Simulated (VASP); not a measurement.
Wanted: the native input for a VASP 6.6.1 run.

| Item | Value |
| --- | --- |
| Task | single point |
| Functional | LDA |
| Potentials or basis | VASP PAW LDA potentials, release 64 (Na_pv, I) |
| Cutoff | 500 eV |
| k mesh | 3 × 3 × 3 |
| Occupations | gaussian, width 0.01 eV |
| Spin | no spin polarisation |
| Dipole correction | no |
| Further INCAR settings | ALGO = Normal; EDIFF = 1e-06; NBANDS = 14 |

The structure of NaI lies in POSCAR:

```
NaI
1.0
    0.0000000000      3.2309969849      3.2309969849
    3.2309969849      0.0000000000      3.2309969849
    3.2309969849      3.2309969849      0.0000000000
Na I
1 1
Direct
    0.0084400000      0.9944300000      0.9944600000
    0.5109400000      0.4948600000      0.4962900000
```

These files were run (other wordings do the same):

INCAR

```
PREC = Accurate ; ENCUT = 500
EDIFF = 1E-6 ; ISMEAR = 0
SIGMA = 0.01 ; LREAL = False
LASPH = True ; NELM = 120
ALGO = Normal ; ISIF = 2
LWAVE = False ; LCHARG = False
GGA = CA ; NBANDS = 14
GGA_COMPAT = False
```

KPOINTS

```
Automatic mesh
0
Gamma
  3 3 3
```

Potentials or basis: VASP PAW LDA potentials, release 64 (Na_pv, I).

Command:

```bash
$ cat potpaw_LDA.64/Na_pv/POTCAR potpaw_LDA.64/I/POTCAR > POTCAR
$ mpirun -np 1 vasp_std > vasp.out
```

It gave:

```yaml
Pressure: -1.2 GPa
Largest_force: 0.013 eV/Å
Band_gap_on_the_k_mesh: 3.34 eV
```

Caveat: the k points lie up to 0.56 Å⁻¹ apart; spin-orbit coupling is left out, which moves the levels of the heavy elements.

Run time: 13 s on 1 thread of Intel(R) Xeon(R) Platinum 8259CL CPU @ 2.50GHz (Skylake/Cascade Lake), with other jobs on the host, peak memory 0.17 GiB.
